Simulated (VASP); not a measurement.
# HfO2: single point with PBE

The system is HfO2.

```
Hf O
1.0
    -3.60430    0.00000    0.00000
     0.00000   -3.60430    0.00000
    -0.30024    0.30024   10.52793
Hf O
4 8
Direct
  0.48320 0.51680 0.20170
  0.44155 0.55845 0.70170
  0.96237 0.03763 0.45170
  0.92072 0.07928 0.95170
  0.97515 0.52485 0.29833
  0.93350 0.56650 0.79833
  0.47042 0.02958 0.35507
  0.42877 0.07123 0.85507
  0.49125 0.00875 0.10507
  0.44960 0.05040 0.60507
  0.99597 0.50403 0.04833
  0.95432 0.54568 0.54833
```

* Program: VASP 6.6.1
* Task: single point
* Functional: PBE
* Potentials or basis: VASP PAW PBE potentials, release 64 (Hf_pv, O)
* Cutoff: 520 eV
* k mesh: 6 × 6 × 2
* Occupations: gaussian, width 0.05 eV
* Spin: no spin polarisation

```json
{
 "Pressure": "-0.2 GPa",
 "Largest force": "4.244 eV/Å",
 "Band gap on the k mesh": "4.54 eV"
}
```

Forces in eV/Å, atoms in the order of the input:
```
Hf   0.090 -0.124  0.284
Hf   0.004  0.022  0.189
Hf   0.000 -0.001  0.153
Hf   0.409  3.604 -2.203
O    0.011  0.010 -0.143
O    0.101  0.323 -0.014
O    0.014 -0.003 -0.030
O   -0.334 -0.056  0.003
O   -0.255 -0.139  0.243
O    0.000  0.006 -0.031
O   -0.041 -3.636  1.667
O    0.001 -0.007 -0.119
```

Stress tensor (GPa, compression positive):
```
-1.41  0.50  0.06
 0.50  1.37 -5.55
 0.06 -5.55 -0.48
```

Levels at points of the mesh, in eV from the valence-band top:
```
           k point  band 40  band 41  band 42  band 43  band 44  band 45  band 46  band 47  band 48  band 49
(0.00, 0.00, 0.00)    -0.45    -0.30    -0.20    -0.11     0.00     4.54     4.64     5.13     5.27     5.49
(0.50, 0.00, 0.00)    -1.35    -1.02    -0.98    -0.34    -0.24     4.83     4.94     5.03     5.24     5.38
(0.00, 0.50, 0.00)    -1.39    -1.04    -0.96    -0.37    -0.25     4.54     4.95     5.04     5.30     5.52
(0.50, 0.50, 0.00)    -0.79    -0.76    -0.56    -0.21    -0.15     5.48     5.61     5.72     5.76     5.86
(0.00, 0.00, 0.50)    -0.93    -0.45    -0.20    -0.11    -0.01     4.68     4.73     4.93     5.00     5.61
(0.50, 0.00, 0.50)    -1.43    -0.78    -0.68    -0.63    -0.48     4.85     4.95     5.02     5.25     5.50
(0.00, 0.50, 0.50)    -1.50    -0.86    -0.63    -0.59    -0.52     4.56     4.96     5.04     5.34     5.61
(0.50, 0.50, 0.50)    -0.88    -0.50    -0.36    -0.31    -0.27     5.49     5.63     5.72     5.81     5.87
```

Run time: 9 min on 1 thread of Intel Xeon 8259CL, on a shared host, peak memory 0.38 GiB.

Caveat: spin-orbit coupling is left out, which moves the levels of the heavy elements; forces of over 1 eV/Å act on the atoms, so gaps and moduli don't describe the material at rest. A k mesh can miss the band edges.
